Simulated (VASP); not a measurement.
Input of a VASP 6.6.1 run:

File POSCAR:

```
AlN
1.0
    0.0000000000      2.1544346900      2.1544346900
    2.1544346900      0.0000000000      2.1544346900
    2.1544346900      2.1544346900      0.0000000000
Al N
1 1
Direct
    0.0000000000      0.0000000000      0.0000000000
    0.5000000000      0.5000000000      0.5000000000
```

The input INCAR.step1:

```
SYSTEM = AlN
PREC = Accurate ; ENCUT = 600
ISMEAR = -1 ; SIGMA = 0.05
LREAL = .FALSE. ; LASPH = .TRUE.
NELM = 100 ; GGA = PE
ALGO = Normal ; EDIFF = 1E-4
LWAVE = .TRUE. ; LCHARG = .FALSE.
```

File INCAR.step2:

```
SYSTEM = AlN
PREC = Accurate ; ENCUT = 600
EDIFF = 1E-6 ; ISMEAR = -1
SIGMA = 0.05 ; LREAL = .FALSE.
LASPH = .TRUE. ; NELM = 100
ALGO = Normal ; ISIF = 3
LWAVE = .FALSE. ; LCHARG = .FALSE.
METAGGA = R2SCAN ; LMIXTAU = .TRUE.
IBRION = 2 ; NSW = 60
EDIFFG = -0.005 ; ISTART = 1
```

Contents of KPOINTS:

```
regular mesh
0
G
  15 15 15
  0 0 0
```

Potentials or basis: VASP PAW PBE potentials, release 64 (Al, N).

Run with:

```bash
$ cat potpaw_PBE.64/Al/POTCAR potpaw_PBE.64/N/POTCAR > POTCAR
$ cp INCAR.step1 INCAR
$ mpirun -np 1 vasp_std > vasp.out
$ cp INCAR.step2 INCAR
$ mpirun -np 1 vasp_std > vasp.out
```

Problem. What does it give for the relaxed volume?

Solution. 8.21 Å³/atom.

Problem. What does it give for the band gap on the k mesh?

Solution. 5.62 eV, indirect (least direct gap 6.61 eV).

Final structure:
```xyz
2
Lattice="0.0000 2.0174 2.0174 2.0174 0.0000 2.0174 2.0174 2.0174 0.0000" Properties=species:S:1:pos:R:3 pbc="T T T"
Al    2.0174    2.0174    4.0348
N     2.0174    2.0174    2.0174
```

Caveat: the volume moved by over 15 % at a fixed basis, so the end points are rough; the PAW data sets were made with another functional, which shifts forces and pressure a little. r2SCAN opens gaps a little over a GGA but as a rule still falls short of measured ones.
